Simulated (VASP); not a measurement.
# Ba in VASP: notebook

Runs on Ba. Level: LDA. Tasks: single point.

Everything below comes from runs of VASP 6.6.1. Logs are shortened: lines on timing, memory, paths and dates and some standing lists are left out, and cuts for length are marked.

## Step 1: The cell of the first run

The structure is tetragonal, space group I4/mcm (No. 140). Conventional cell: a = 8.262 Å, b = 8.262 Å, c = 7.674 Å, α = 90.00°, β = 90.00°, γ = 90.00°. Within 5.5 Å of Ba (site symmetry m2m) lie 11 Ba at 4.15 to 4.87 Å.

## Step 2: Single point, LDA

File INCAR:

```
  PREC = Accurate
  ENCUT = 520
  EDIFF = 1E-7
  ISMEAR = 1
  SIGMA = 0.02
  LREAL = False
  LASPH = True
  NELM = 100
  ALGO = Normal
  ISIF = 2
  LWAVE = False
  LCHARG = False
  GGA = CA
  NBANDS = 28
```

File KPOINTS:

```
regular mesh
0
Gamma
  5 5 5
```

File POSCAR:

```
Ba
1.0
   -4.1311947500      4.1311947500      3.8367706500
    4.1311947500     -4.1311947500      3.8367706500
    4.1311947500      4.1311947500     -3.8367706500
Ba
4
Direct
    0.8181421101      0.6818578899      0.5000000000
    0.1818578899      0.3181421101      0.5000000000
    0.3181421101      0.8181421101      0.1362842202
    0.6818578899      0.1818578899      0.8637157798
```

Potentials or basis: VASP PAW LDA potentials, release 64 (Ba_sv).

Command:

```
$ cat potpaw_LDA.64/Ba_sv/POTCAR > POTCAR
$ mpirun -np 1 vasp_std > vasp.out
```

OUTCAR:

```text
PREC = Accurate
   ENCUT = 520
   EDIFF = 1E-7
   ISMEAR = 1
   LREAL = False
   LASPH = True
   NELM = 100
   ISIF = 2
   GGA = CA

 ion  position               nearest neighbor table
   1  0.818  0.682  0.500-   2 4.15   2 4.15   2 4.25   4 4.28   4 4.28   3 4.28   3 4.28
   2  0.182  0.318  0.500-   1 4.15   1 4.15   1 4.25   4 4.28   3 4.28   3 4.28   4 4.28
   3  0.318  0.818  0.136-   4 4.15   4 4.15   4 4.25   1 4.28   2 4.28   1 4.28   2 4.28
   4  0.682  0.182  0.864-   3 4.15   3 4.15   3 4.25   1 4.28   2 4.28   1 4.28   2 4.28

  LATTYP: Found a body centered tetragonal cell.
 ALAT       =     8.2623895000
 C/A-ratio  =     0.9287314886

  Lattice vectors:

 A1 = (  -4.1311947500,   4.1311947500,   3.8367706500)
 A2 = (   4.1311947500,  -4.1311947500,   3.8367706500)
 A3 = (   4.1311947500,   4.1311947500,  -3.8367706500)

Analysis of symmetry for initial positions (statically):
=====================================================================
 Subroutine PRICEL returns:
 Original cell was already a primitive cell.

 Routine SETGRP: Setting up the symmetry group for a
 body centered tetragonal supercell.

 Subroutine GETGRP returns: Found 16 space group operations
 (whereof  8 operations were pure point group operations)
 out of a pool of 16 trial point group operations.

The static configuration has the point symmetry C_4h.
 The point group associated with its full space group is D_4h.

Analysis of symmetry for dynamics (positions and initial velocities):
=====================================================================
 Subroutine PRICEL returns:
 Original cell was already a primitive cell.

 Routine SETGRP: Setting up the symmetry group for a
 body centered tetragonal supercell.

 Subroutine GETGRP returns: Found 16 space group operations
 (whereof  8 operations were pure point group operations)
 out of a pool of 16 trial point group operations.

The dynamic configuration has the point symmetry C_4h.
 The point group associated with its full space group is D_4h.

 Subroutine INISYM returns: Found 16 space group operations
 (whereof  8 operations are pure point group operations),
 and found     1 'primitive' translations

----------------------------------------------------------------------------------------

                                     Primitive cell

  volume of cell :     261.9251

  direct lattice vectors                    reciprocal lattice vectors
    -4.131194750  4.131194750  3.836770650     0.000000000  0.121030363  0.130317928
     4.131194750 -4.131194750  3.836770650     0.121030363  0.000000000  0.130317928
     4.131194750  4.131194750 -3.836770650     0.121030363  0.121030363  0.000000000

  length of vectors
     6.989588625  6.989588625  6.989588625     0.177851373  0.177851373  0.171162781

  position of ions in fractional coordinates (direct lattice)
     0.818142110  0.681857890  0.500000000
     0.181857890  0.318142110  0.500000000
     0.318142110  0.818142110  0.136284220
     0.681857890  0.181857890  0.863715780

  ion indices of the primitive-cell ions
   primitive index   ion index
                 1           1
                 2           2
                 3           3
                 4           4

----------------------------------------------------------------------------------------

 KPOINTS: regular mesh

Automatic generation of k-mesh.
 Grid dimensions read from file:
 generate k-points for:    5    5    5

 Generating k-lattice:

  Cartesian coordinates                     Fractional coordinates (reciprocal lattice)
     0.000000000  0.024206073  0.026063586     0.200000000  0.000000000  0.000000000
     0.024206073  0.000000000  0.026063586     0.000000000  0.200000000  0.000000000
     0.024206073  0.024206073  0.000000000     0.000000000  0.000000000  0.200000000

  Length of vectors
     0.035570275  0.035570275  0.034232556

  Shift w.r.t. Gamma in fractional coordinates (k-lattice)
     0.000000000  0.000000000  0.000000000

 Subroutine IBZKPT returns following result:
 ===========================================

 Found     18 irreducible k-points:

 Following reciprocal coordinates:
            Coordinates               Weight
  0.000000  0.000000  0.000000      1.000000
  0.200000  0.000000  0.000000      8.000000
  0.400000  0.000000  0.000000      8.000000
  0.200000  0.200000  0.000000      8.000000
  0.400000  0.200000  0.000000     16.000000
 -0.400000  0.200000 -0.000000     16.000000
[... 10 lines left out ...]
 -0.400000  0.400000  0.400000      4.000000
 -0.400000 -0.400000  0.400000      2.000000
   k-points           NKPTS =     18   k-points in BZ     NKDIM =     18   number of bands    NBANDS=     28
   number of dos      NEDOS =    301   number of ions     NIONS =      4
   total plane-waves  NPLWV = 157464
   dimension x,y,z NGX =    54 NGY =   54 NGZ =   54
   dimension x,y,z NGXF=   108 NGYF=  108 NGZF=  108
   ions per type =               4
   NGX,Y,Z   is equivalent  to a cutoff of  12.84, 12.84, 12.84 a.u.
   NGXF,Y,Z  is equivalent  to a cutoff of  25.69, 25.69, 25.69 a.u.
 SYSTEM =  unknown system
   PREC   = accura    normal or accurate (medium, high low for compatibility)
   ISTART =      0    job   : 0-new  1-cont  2-samecut
   ICHARG =      2    charge: 1-file 2-atom 10-const
   ISPIN  =      1    spin polarized calculation?
   LNONCOLLINEAR =      F non collinear calculations
   LSORBIT =      F    spin-orbit coupling
   LASPH  =      T    aspherical Exc in radial PAW
   ENCUT  =  520.0 eV  38.22 Ry    6.18 a.u.  13.00 13.00 13.00*2*pi/ulx,y,z
   NELM   =    100;   NELMIN=  2; NELMDL= -5     # of ELM steps
   EDIFF  = 0.1E-06   stopping-criterion for ELM
   LREAL  =      F    real-space projection
   EDIFFG = 0.1E-05   stopping-criterion for IOM
   NSW    =      0    number of steps for IOM
   IBRION =     -1    ionic relax: 0-MD 1-quasi-New 2-CG
   NFREE  =      0    steps in history (QN), initial steepest desc. (CG)
   ISIF   =      2    stress and relaxation
   ISYM   =      2    0-nonsym 1-usesym 2-fastsym
   POTIM  = 0.5000    time-step for ionic-motion
   TEBEG  =    0.0;   TEEND  =   0.0 temperature during run
   PSTRESS=    0.0 pullay stress
   NELECT =      40.0000    total number of electrons
   NUPDOWN=      -1.0000    fix difference up-down
   EMIN   =  10.00;   EMAX   =-10.00  energy-range for DOS
   EFERMI =   0.00;   METHOD = LEGACY
   ISMEAR =     1;   SIGMA  =   0.02  broadening in eV -4-tet -1-fermi 0-gaus
   EFERMI_NEDOS =   21; number of points for ismear=-14 and -15
   IALGO  =     38    algorithm
   IMIX   =      4    mixing-type and parameters
     AMIX     =   0.40;   BMIX     =  1.00
     AMIX_MAG =   1.60;   BMIX_MAG =  1.00
  volume/ion in A,a.u.               =      65.48       441.89
  Fermi-wavevector in a.u.,A,eV,Ry     =   0.875056  1.653616 10.418290  0.765723
  Thomas-Fermi vector in A             =   1.994673
   LORBIT       =      0    0 simple, 1 ext, 2 COOP (PROOUT), +10 PAW based schemes
   GGA     = CA    functional components
   LHFCALC =     F    Hartree Fock is set to
   AEXX    =    0.0000 exact exchange contribution
   IVDW    =     0    specifies the selected vdW correction
   LEPSILON=     F    determine dielectric tensor
   LRPA    =     F    only Hartree local field effects (RPA)
 non-spin polarized calculation
 Methfessel and Paxton  Order N= 1 SIGMA  =   0.02
  energy-cutoff  :      520.00
  volume of cell :      261.93
 maximum number of plane-waves:      7086
 NGX is ok and might be reduce to    54
   NGX = 25   NGY = 25   NGZ = 25

 number of electron      40.0000001 magnetization

 Free energy of the ion-electron system (eV)
  ---------------------------------------------------
  ext. energy  EPLUGINS =         0.00000000
  ---------------------------------------------------
  free energy    TOTEN  =        -8.27523592 eV

  energy without entropy =       -8.27486017  energy(sigma->0) =       -8.27511067

 E-fermi :   1.3121     XC(G=0):  -7.4645

 val. band max:        1.3069990423   @ k =  -0.4000   0.4000   0.2000
 cond. band min:       1.3151772325   @ k =  -0.2000  -0.2000   0.2000
 fundamental gap:      0.0081781902
 Fermi energy:         1.3120753453

 k-point     1 :       0.0000    0.0000    0.0000
  band No.  band energies     occupation
      1     -27.6732      2.00000
      2     -27.6188      2.00000
      3     -27.6003      2.00000
      4     -27.6003      2.00000
      5     -13.0976      2.00000
      6     -12.9972      2.00000
[... 20 lines left out ...]
     27       2.7646      0.00000
     28       2.8459      0.00000

 k-point     2 :       0.2000    0.0000    0.0000
  band No.  band energies     occupation
      1     -27.6659      2.00000
      2     -27.6184      2.00000
      3     -27.6060      2.00000
      4     -27.6025      2.00000
      5     -13.1030      2.00000
      6     -13.0352      2.00000
[... 20 lines left out ...]
     27       2.6221      0.00000
     28       2.8749      0.00000

 k-point     3 :       0.4000    0.0000    0.0000
  band No.  band energies     occupation
      1     -27.6474      2.00000
      2     -27.6261      2.00000
      3     -27.6120      2.00000
      4     -27.6076      2.00000
      5     -13.1009      2.00000
      6     -13.0768      2.00000
[... 20 lines left out ...]
     27       2.4387      0.00000
     28       2.6756      0.00000

 k-point     4 :       0.2000    0.2000    0.0000
  band No.  band energies     occupation
      1     -27.6528      2.00000
      2     -27.6183      2.00000
      3     -27.6119      2.00000
      4     -27.6100      2.00000
      5     -13.1173      2.00000
      6     -13.0123      2.00000
[... 392 lines left out ...]
     27       2.9577      0.00000
     28       3.2386      0.00000

 k-point    17 :      -0.4000    0.4000    0.4000
  band No.  band energies     occupation
      1     -27.6379      2.00000
      2     -27.6334      2.00000
      3     -27.6275      2.00000
      4     -27.5941      2.00000
      5     -13.1138      2.00000
      6     -13.1080      2.00000
[... 20 lines left out ...]
     27       2.7372      0.00000
     28       2.8042      0.00000

 k-point    18 :      -0.4000   -0.4000    0.4000
  band No.  band energies     occupation
      1     -27.6357      2.00000
      2     -27.6304      2.00000
      3     -27.6304      2.00000
      4     -27.5965      2.00000
      5     -13.1420      2.00000
      6     -13.0749      2.00000
[... 20 lines left out ...]
     27       2.7659      0.00000
     28       2.7852      0.00000

------------------------ aborting loop because EDIFF is reached ----------------------------------------

  FORCE on cell =-STRESS in cart. coord.  units (eV):
  Direction    XX          YY          ZZ          XY          YZ          ZX
  --------------------------------------------------------------------------------------
  -------------------------------------------------------------------------------------
  Total       -2.0724507     -2.0724507     -2.3578624      0.0000000      0.0000000      0.0000000
  in kB      -12.6770331    -12.6770331    -14.4228763      0.0000000      0.0000000      0.0000000
  external PRESSURE =     -13.2589809 kB  Pullay stress =       0.0000000 kB

 VOLUME and BASIS-vectors are now :
 -----------------------------------------------------------------------------
  energy-cutoff  :      520.00
  volume of cell :      261.93
      direct lattice vectors                 reciprocal lattice vectors
    -4.131194750  4.131194750  3.836770650     0.000000000  0.121030363  0.130317928
     4.131194750 -4.131194750  3.836770650     0.121030363  0.000000000  0.130317928
     4.131194750  4.131194750 -3.836770650     0.121030363  0.121030363  0.000000000

 POSITION                                       TOTAL-FORCE (eV/Angst)
 -----------------------------------------------------------------------------------
      1.50258      2.62861      3.83677        -0.093102      0.093102     -0.000000
      2.62861      1.50258      0.00000         0.093102     -0.093102      0.000000
      2.62861     -1.50258      3.83677         0.093102      0.093102      0.000000
      1.50258      5.63378     -0.00000        -0.093102     -0.093102     -0.000000
 -----------------------------------------------------------------------------------
    total drift:                                0.000000      0.000000     -0.000000

  FREE ENERGIE OF THE ION-ELECTRON SYSTEM (eV)
  ---------------------------------------------------
  free  energy   TOTEN  =        -8.2752359201 eV

  energy  without entropy=       -8.2748601724  energy(sigma->0) =       -8.27511067
```

It took 74 s on 1 thread of Intel Xeon 6975P-C (Granite Rapids), shared host; peak memory 0.34 GiB.

What came out:

```
Free energy            : -8.2752 eV
Pressure               : -1.3 GPa
Largest force          : 0.132 eV/Å
Band gap on the k mesh : zero (bands 20 and 21 overlap by 0.28 eV)
```

Forces on the atoms (eV/Å):
```
Ba  -0.093  0.093  0.000
Ba   0.093 -0.093  0.000
Ba   0.093  0.093  0.000
Ba  -0.093 -0.093  0.000
```

Levels at points of the mesh, in eV from the Fermi level:
```
           k point  band 18  band 19  band 20  band 21  band 22  band 23
(0.00, 0.00, 0.00)    -0.48    -0.44    -0.22     0.21     0.21     0.84
```

Caveat: spin-orbit coupling is left out, which moves the levels of the heavy elements.

(Continued in part 2 of 2.)
